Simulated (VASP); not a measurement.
A run of VASP 6.6.1 is set up as follows.

INCAR

```
PREC     = Accurate       # precision mode
ENCUT    = 520            # plane-wave cutoff, eV
EDIFF    = 1E-7           # SCF threshold, eV
ISMEAR   = 0              # smearing method
SIGMA    = 0.1            # smearing width, eV
LREAL    = F              # projectors in reciprocal space
LASPH    = T              # aspherical terms in the spheres
NELM     = 100            # most SCF steps
ALGO     = Fast           # electronic algorithm
ISIF     = 2              # what is computed and relaxed
LWAVE    = F              # write WAVECAR
LCHARG   = F              # write CHGCAR
NBANDS   = 13             # bands
```

Contents of KPOINTS:

```
Automatic mesh
0
Gamma
  18 18 18
```

File POSCAR:

```
W
1.0
   -1.5679411582      1.5679411582      1.5679411582
    1.5679411582     -1.5679411582      1.5679411582
    1.5679411582      1.5679411582     -1.5679411582
W
1
Direct
    0.0000000000      0.0000000000      0.0000000000
```

Potentials or basis: VASP PAW LDA potentials, release 64 (W_sv).

Run with:

```console
$ cat potpaw_LDA.64/W_sv/POTCAR > POTCAR
$ mpirun -np 1 vasp_std > vasp.out
```

Problem. Estimate the band gap on the k mesh.

Solution. Zero (band 7 reaches 17.07 eV, above the bottom of band 8 at 10.42 eV).

Problem. Estimate the pressure.

Solution. 2.0 GPa.

Caveat: spin-orbit coupling is left out, which moves the levels of the heavy elements.
